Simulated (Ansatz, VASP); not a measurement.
## Two plane-wave programs on NaI

```xyz
2
Lattice="0.0000 3.2542 3.2542 3.2542 0.0000 3.2542 3.2542 3.2542 0.0000" Properties=species:S:1:pos:R:3 pbc="T T T"
Na    3.2542    3.2542    3.2542
I     0.0000    0.0000    0.0000
```

Alike in both runs: task relaxation of cell and atoms; functional PBE; k mesh 6 × 6 × 6; occupations gaussian, width 0.02 eV; no spin polarisation.

```csv
,VASP,Ansatz
version,VASP 6.6.1,Ansatz 0.2.0
potentials or method,"VASP PAW PBE potentials, release 64 (Na_pv, I), cutoff 600 eV","scalar-relativistic, plane waves, PAW"
valence electrons in the cell,14,26
```

|  | VASP | Ansatz | Ansatz less VASP |
| --- | --- | --- | --- |
| gap on the k mesh at the Fermi level, each at its own relaxed structure (eV) | 3.57 | 3.58 | +0.003 |
| relaxed volume (Å³/atom) | 34.79 | 34.79 | +0.006 |
| relaxed cell length with the largest relative difference (Å) | 4.617 | 4.617 | +0.0002 |

VASP's potentials hold 14 valence electrons a cell and Ansatz's 26, so a difference there can come from the potentials and not from the codes.

Neither program's run includes spin-orbit coupling.
